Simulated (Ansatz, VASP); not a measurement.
Nb in VASP and in Ansatz

```xyz
1
Lattice="-1.6640 1.6640 1.6640 1.6640 -1.6640 1.6640 1.6640 1.6640 -1.6640" Properties=species:S:1:pos:R:3 pbc="T T T"
Nb    0.0000    0.0000    0.0000
```

Alike in both runs: task single point; functional PBE; k mesh 15 × 15 × 15; occupations fermi-dirac, width 0.03 eV; non-collinear spin, spin-orbit coupling.

```csv
,VASP,Ansatz
version,VASP 6.6.1,Ansatz 0.2.0
potentials or method,"VASP PAW PBE potentials, release 64 (Nb_sv), cutoff 520 eV",all-electron LAPW
```

VASP gave:

```
pressure (GPa)           : -2.8
net moment per atom (μB) : 0.00
```

Q: What did Ansatz give for the same quantities?

A: Pressure (GPa): -2.5; net moment per atom (μB): 0.00.

Ansatz ran all-electron here, and VASP with PAW potentials.
